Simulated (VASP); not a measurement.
Crystal: Bi.

```xyz
1
Lattice="0.0000 2.2996 2.2996 2.2996 0.0000 2.2996 2.2996 2.2996 0.0000" Properties=species:S:1:pos:R:3 pbc="T T T"
Bi    0.0000    0.0000    0.0000
```

| Item | Value |
| --- | --- |
| Program | VASP 6.6.1 |
| Task | relaxation of cell and atoms |
| Functional | PBEsol |
| Potentials or basis | VASP PAW PBE potentials, release 64 (Bi_d) |
| Cutoff | 600 eV |
| k mesh | 8 × 8 × 8 |
| Occupations | gaussian, width 0.1 eV |
| Spin | no spin polarisation |

At the start: pressure 21.6 GPa; volume 24.32 Å³/atom.

Task: Where does the relaxation end?

Result: Over 4 steps the energy falls by 314.3 meV/atom and the volume is 30.19 Å³/atom (+24.1 %); space group Fm-3m (No. 225, to 0.05 Å).

Step by step:
```tsv
step	energy change (eV)	largest force (eV/Å)	pressure (GPa)	volume (Å³)
1	0.0000	0.0000	21.60	24.32
2	-0.0879	0.0000	-7.72	37.79
3	-0.3141	0.0000	-0.39	30.34
4	-0.3143	0.0000	-0.14	30.19
```

Final structure:
```
Bi
1.0
     0.00000    2.47149    2.47149
     2.47149    0.00000    2.47149
     2.47149    2.47149    0.00000
Bi
1
Direct
  0.00000 0.00000 0.00000
```

Caveat: the volume moved by over 15 % at a fixed basis, so the end points are rough; the PAW data sets were made with another functional, which shifts forces and pressure a little.
